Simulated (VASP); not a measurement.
# CoC3 (Pm-3m) in VASP: further runs, part 2 of 2

VASP 6.6.1.

### Step 3. Relaxation of cell and atoms, PBE

This run uses another cell than the first one, of 7.56 Å³/atom, 0.946 times its volume.

The input, INCAR:

```
ALGO = Normal
EDIFF = 1E-7
EDIFFG = -0.01
ENCUT = 600
GGA = PE
IBRION = 2
ISIF = 3
ISMEAR = 0
LASPH = T
LCHARG = F
LREAL = F
LWAVE = F
NELM = 60
NSW = 100
PREC = Accurate
SIGMA = 0.1
```

The input, KPOINTS:

```
k-points
0
Gamma
  14 14 14
```

The input, POSCAR:

```
CoC3
1.0
    3.1159933581      0.0000000000      0.0000000000
    0.0000000000      3.1159933581      0.0000000000
    0.0000000000      0.0000000000      3.1159933581
Co C
1 3
Direct
    0.0000000000      0.0000000000      0.0000000000
    0.0000000000      0.5000000000      0.5000000000
    0.5000000000      0.0000000000      0.5000000000
    0.5000000000      0.5000000000      0.0000000000
```

Potentials or basis: VASP PAW PBE potentials, release 64 (Co, C).

Started as:

```console
> cat potpaw_PBE.64/Co/POTCAR potpaw_PBE.64/C/POTCAR > POTCAR
> mpirun -np 1 vasp_std > vasp.out
```

OUTCAR:

```text
EDIFF = 1E-7
   EDIFFG = -0.01
   ENCUT = 600
   GGA = PE
   IBRION = 2
   ISIF = 3
   ISMEAR = 0
   LASPH = T
   LREAL = F
   NELM = 60
   NSW = 100
   PREC = Accurate

 ion  position               nearest neighbor table
   1  0.000  0.000  0.000-   2 2.20   3 2.20   4 2.20   2 2.20   3 2.20   2 2.20   4 2.20   2 2.20
                             3 2.20   4 2.20   3 2.20   4 2.20
   2  0.000  0.500  0.500-   1 2.20   1 2.20   1 2.20   1 2.20
   3  0.500  0.000  0.500-   1 2.20   1 2.20   1 2.20   1 2.20
   4  0.500  0.500  0.000-   1 2.20   1 2.20   1 2.20   1 2.20

  LATTYP: Found a simple cubic cell.
 ALAT       =     3.1159933581

  Lattice vectors:

 A1 = (   3.1159933581,   0.0000000000,   0.0000000000)
 A2 = (   0.0000000000,   3.1159933581,   0.0000000000)
 A3 = (   0.0000000000,   0.0000000000,   3.1159933581)

Analysis of symmetry for initial positions (statically):
=====================================================================
 Subroutine PRICEL returns:
 Original cell was already a primitive cell.

 Routine SETGRP: Setting up the symmetry group for a
 simple cubic supercell.

 Subroutine GETGRP returns: Found 48 space group operations
 (whereof 48 operations were pure point group operations)
 out of a pool of 48 trial point group operations.

The static configuration has the point symmetry O_h .

Analysis of symmetry for dynamics (positions and initial velocities):
=====================================================================
 Subroutine PRICEL returns:
 Original cell was already a primitive cell.

 Routine SETGRP: Setting up the symmetry group for a
 simple cubic supercell.

 Subroutine GETGRP returns: Found 48 space group operations
 (whereof 48 operations were pure point group operations)
 out of a pool of 48 trial point group operations.

The dynamic configuration has the point symmetry O_h .

 Subroutine INISYM returns: Found 48 space group operations
 (whereof 48 operations are pure point group operations),
 and found     1 'primitive' translations

----------------------------------------------------------------------------------------

                                     Primitive cell

  volume of cell :      30.2545

  direct lattice vectors                    reciprocal lattice vectors
     3.115993358  0.000000000  0.000000000     0.320924946  0.000000000  0.000000000
     0.000000000  3.115993358  0.000000000     0.000000000  0.320924946  0.000000000
     0.000000000  0.000000000  3.115993358     0.000000000  0.000000000  0.320924946

  length of vectors
     3.115993358  3.115993358  3.115993358     0.320924946  0.320924946  0.320924946

  position of ions in fractional coordinates (direct lattice)
     0.000000000  0.000000000  0.000000000
     0.000000000  0.500000000  0.500000000
     0.500000000  0.000000000  0.500000000
     0.500000000  0.500000000  0.000000000

  ion indices of the primitive-cell ions
   primitive index   ion index
                 1           1
                 2           2
                 3           3
                 4           4

----------------------------------------------------------------------------------------

 KPOINTS: k-points

Automatic generation of k-mesh.
 Grid dimensions read from file:
 generate k-points for:   14   14   14

 Generating k-lattice:

  Cartesian coordinates                     Fractional coordinates (reciprocal lattice)
     0.022923210  0.000000000  0.000000000     0.071428571  0.000000000  0.000000000
[... 52 lines left out ...]
   ICHARG =      2    charge: 1-file 2-atom 10-const
   ISPIN  =      1    spin polarized calculation?
   LNONCOLLINEAR =      F non collinear calculations
   LSORBIT =      F    spin-orbit coupling
   LASPH  =      T    aspherical Exc in radial PAW
   ENCUT  =  600.0 eV  44.10 Ry    6.64 a.u.   6.22  6.22  6.22*2*pi/ulx,y,z
   NELM   =     60;   NELMIN=  2; NELMDL= -5     # of ELM steps
   EDIFF  = 0.1E-06   stopping-criterion for ELM
   LREAL  =      F    real-space projection
   EDIFFG = -.1E-01   stopping-criterion for IOM
   NSW    =    100    number of steps for IOM
   IBRION =      2    ionic relax: 0-MD 1-quasi-New 2-CG
   NFREE  =      1    steps in history (QN), initial steepest desc. (CG)
   ISIF   =      3    stress and relaxation
   ISYM   =      2    0-nonsym 1-usesym 2-fastsym
   POTIM  = 0.5000    time-step for ionic-motion
   TEBEG  =    0.0;   TEEND  =   0.0 temperature during run
   PSTRESS=    0.0 pullay stress
   NELECT =      21.0000    total number of electrons
   NUPDOWN=      -1.0000    fix difference up-down
   EMIN   =  10.00;   EMAX   =-10.00  energy-range for DOS
   EFERMI =   0.00;   METHOD = LEGACY
   ISMEAR =     0;   SIGMA  =   0.10  broadening in eV -4-tet -1-fermi 0-gaus
   EFERMI_NEDOS =   21; number of points for ismear=-14 and -15
   IALGO  =     38    algorithm
   IMIX   =      4    mixing-type and parameters
     AMIX     =   0.40;   BMIX     =  1.00
     AMIX_MAG =   1.60;   BMIX_MAG =  1.00
  volume/ion in A,a.u.               =       7.56        51.04
  Fermi-wavevector in a.u.,A,eV,Ry     =   1.449500  2.739157 28.586505  2.101049
  Thomas-Fermi vector in A             =   2.567219
   LORBIT       =      0    0 simple, 1 ext, 2 COOP (PROOUT), +10 PAW based schemes
   GGA     = PE    functional components
   LHFCALC =     F    Hartree Fock is set to
   AEXX    =    0.0000 exact exchange contribution
   IVDW    =     0    specifies the selected vdW correction
   LEPSILON=     F    determine dielectric tensor
   LRPA    =     F    only Hartree local field effects (RPA)
 conjugate gradient relaxation of ions
 non-spin polarized calculation
 Gauss-broadening in eV      SIGMA  =   0.10
  energy-cutoff  :      600.00
  volume of cell :       30.25
 maximum number of plane-waves:      1024
 NGX is ok and might be reduce to    28
   NGX = 13   NGY = 13   NGZ = 13

--------------------------------------- Ionic step        1  -------------------------------------------

 number of electron      20.9999994 magnetization

 Free energy of the ion-electron system (eV)
  ---------------------------------------------------
  ext. energy  EPLUGINS =         0.00000000
  ---------------------------------------------------
  free energy    TOTEN  =       -22.98143852 eV

  energy without entropy =      -22.96773185  energy(sigma->0) =      -22.97458518

------------------------ aborting loop because EDIFF is reached ----------------------------------------

  FORCE on cell =-STRESS in cart. coord.  units (eV):
  Direction    XX          YY          ZZ          XY          YZ          ZX
  --------------------------------------------------------------------------------------
  -------------------------------------------------------------------------------------
  Total        0.0915845      0.0915845      0.0915845      0.0000000     -0.0000000      0.0000000
  in kB        4.8500132      4.8500132      4.8500132      0.0000000     -0.0000000      0.0000000
  external PRESSURE =       4.8500132 kB  Pullay stress =       0.0000000 kB
[... 63 lines left out ...]
--------------------------------------- Ionic step        3  -------------------------------------------

 number of electron      20.9999994 magnetization

 Free energy of the ion-electron system (eV)
  ---------------------------------------------------
  ext. energy  EPLUGINS =         0.00000000
  ---------------------------------------------------
  free energy    TOTEN  =       -22.98154055 eV

  energy without entropy =      -22.96782839  energy(sigma->0) =      -22.97468447

 E-fermi :   9.6885     XC(G=0): -13.2922

 val. band max:        9.6814686347   @ k =   0.4286   0.2143   0.0000
 cond. band min:       9.6927567474   @ k =   0.5000   0.4286   0.4286
 fundamental gap:      0.0112881127
 Fermi energy:         9.6885204638

 k-point     1 :       0.0000    0.0000    0.0000
  band No.  band energies     occupation
      1      -7.9905      2.00000
      2       2.4004      2.00000
      3       2.4004      2.00000
      4       3.9484      2.00000
      5       3.9484      2.00000
      6       3.9484      2.00000
      7       7.9235      2.00000
      8       7.9235      2.00000
      9       7.9235      2.00000
     10       9.4862      1.99577
     11       9.4862      1.99577
     12      11.2704      0.00000
     13      11.2704      0.00000
     14      11.2704      0.00000
[... 377 lines left out ...]
      1      -5.8488      2.00000
      2      -2.1282      2.00000
      3       0.8025      2.00000
      4       4.3711      2.00000
      5       4.5384      2.00000
      6       6.3098      2.00000
      7       6.4712      2.00000
      8       7.8760      2.00000
      9       8.3525      2.00000
     10       9.4115      1.99991
     11       9.4405      1.99955
     12      10.8182      0.00000
     13      11.2444      0.00000
     14      12.8701      0.00000

 [... further k-points ...]
[... 5 lines left out ...]
  --------------------------------------------------------------------------------------
  -------------------------------------------------------------------------------------
  Total        0.0003371      0.0003371      0.0003371     -0.0000000      0.0000000      0.0000000
  in kB        0.0178134      0.0178134      0.0178134     -0.0000000      0.0000000      0.0000000
  external PRESSURE =       0.0178134 kB  Pullay stress =       0.0000000 kB
[... 19 lines left out ...]
  FREE ENERGIE OF THE ION-ELECTRON SYSTEM (eV)
  ---------------------------------------------------
  free  energy   TOTEN  =       -22.9815405516 eV

  energy  without entropy=      -22.9678283852  energy(sigma->0) =      -22.97468447

 reached required accuracy - stopping structural energy minimisation
```

CONTCAR:

```text
CoC3
   1.00000000000000
     3.1183014078116984    0.0000000000000000    0.0000000000000000
     0.0000000000000000    3.1183014078116984    0.0000000000000000
    -0.0000000000000000   -0.0000000000000000    3.1183014078116984
  Co              C
     1     3
Direct
     0.0000000000000000    0.0000000000000000    0.0000000000000000
     0.0000000000000000    0.5000000000000000    0.5000000000000000
     0.5000000000000000    0.0000000000000000    0.5000000000000000
     0.5000000000000000    0.5000000000000000    0.0000000000000000

  0.00000000E+00  0.00000000E+00  0.00000000E+00
  0.00000000E+00  0.00000000E+00  0.00000000E+00
  0.00000000E+00  0.00000000E+00  0.00000000E+00
  0.00000000E+00  0.00000000E+00  0.00000000E+00
```

It used 370 s of CPU time on 1 thread of AMD EPYC 7R13 Processor (Zen 3), on a shared host.

What came out:

```yaml
Free_energy: -22.9815 eV
Relaxed_volume: 7.58 Å³/atom
Relaxed_cell: a = 3.118 Å, b = 3.118 Å, c = 3.118 Å, α = 90.00°, β = 90.00°, γ = 90.00°
Space_group_after_relaxing_to_0.05_Å: Pm-3m (No. 221)
Energy_gained_by_relaxing: 0.0 meV/atom
Ionic_steps: 3
Pressure_after_relaxing: 0.0 GPa
```

Step by step:
| step | energy change (eV) | largest force (eV/Å) | pressure (GPa) | volume (Å³) |
| --- | --- | --- | --- | --- |
| 1 | 0.0000 | 0.0000 | 0.49 | 30.25 |
| 2 | -0.0001 | 0.0000 | -0.23 | 30.35 |
| 3 | -0.0001 | 0.0000 | 0.00 | 30.32 |

Final structure:
```
Co C
1.0
     3.11830    0.00000    0.00000
     0.00000    3.11830    0.00000
     0.00000    0.00000    3.11830
Co C
1 3
Direct
  0.00000 0.00000 0.00000
  0.00000 0.50000 0.50000
  0.50000 0.00000 0.50000
  0.50000 0.50000 0.00000
```

Spin polarisation is off, so any magnetic state and its effect on volume and gap are missing.
